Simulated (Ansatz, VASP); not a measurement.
TaVN2 in VASP and in Ansatz

Contents of INCAR:

```
  ALGO = Normal
  EDIFF = 1E-6
  ENCUT = 520
  ISIF = 2
  ISMEAR = -1
  ISPIN = 2
  LASPH = T
  LCHARG = F
  LMAXMIX = 4
  LORBIT = 11
  LREAL = F
  LWAVE = F
  MAGMOM = 0 2 0 0
  NBANDS = 29
  NELM = 150
  PREC = Accurate
  SIGMA = 0.05
```

The input KPOINTS:

```
k-points
0
Gamma
  9 9 6
```

Contents of POSCAR:

```
TaVN2
1.0
    3.0086475282      0.0000000000      0.0000000000
    0.0000000000      3.0086475282      0.0000000000
    0.0000000000      0.0000000000      4.2379999906
Ta V N
1 1 2
Direct
    0.0000000000      0.0000000000      0.0000000000
    0.5000000000      0.5000000000      0.5000000000
    0.5000000000      0.5000000000      0.0000000000
    0.0000000000      0.0000000000      0.5000000000
```

input.yaml

```yaml
crystal:
  lattice:
    - [3.0086475282, 0.0, 0.0]
    - [0.0, 3.0086475282, 0.0]
    - [0.0, 0.0, 4.2379999906]
  atoms:
    - { symbol: Ta, position: [0.0, 0.0, 0.0] }
    - { symbol: V, position: [0.5, 0.5, 0.5], spin: 2.0 }
    - { symbol: "N", position: [0.5, 0.5, 0.0] }
    - { symbol: "N", position: [0.0, 0.0, 0.5] }
hamiltonian:
  xc: lda
  pseudopotentials: { kind: paw }
magnetization:
  spin_polarized: true
kpoints:
  mp_grid: { grid: [9, 9, 6] }
scf:
  occupations: { method: fermi_dirac, width: 0.05 }
output:
  forces: true
  stress: true
  eigenvalues: true
  write_density: true
  write_potential: true
  elf: true
  volumetric_format: npy
```

Alike in both runs: task single point; functional LDA; k mesh 9 × 9 × 6; occupations fermi-dirac, width 0.05 eV; collinear spin.

|  | VASP | Ansatz |
| --- | --- | --- |
| version | VASP 6.6.1 | Ansatz 0.2.0 |
| potentials or method | VASP PAW LDA potentials, release 64 (Ta_pv, V_sv, N) | Ansatz PAW |
| plane-wave cutoff (eV) | 520 | 420 |
| valence electrons in the cell | 34 | 36 |

|  | VASP | Ansatz | Ansatz less VASP |
| --- | --- | --- | --- |
| gap on the k mesh at the Fermi level (eV) | none | none | - |
| pressure (GPa) | -5.1 | -6.8 | -1.66 |
| traceless stress, the component that is largest in VASP (GPa) | -1.72 | -1.74 | -0.020 |
| net moment per atom (μB) | 0.00 | 0.00 | -0.001 |

LDA's correlation is that of Perdew and Zunger in VASP and of Perdew and Wang (1992) in Ansatz. A gap of «none» marks a metal or a gap that the smearing closes. VASP's potentials hold 34 valence electrons a cell and Ansatz's 36, so a difference there can come from the potentials and not from the codes.

Spin-orbit coupling is off throughout.
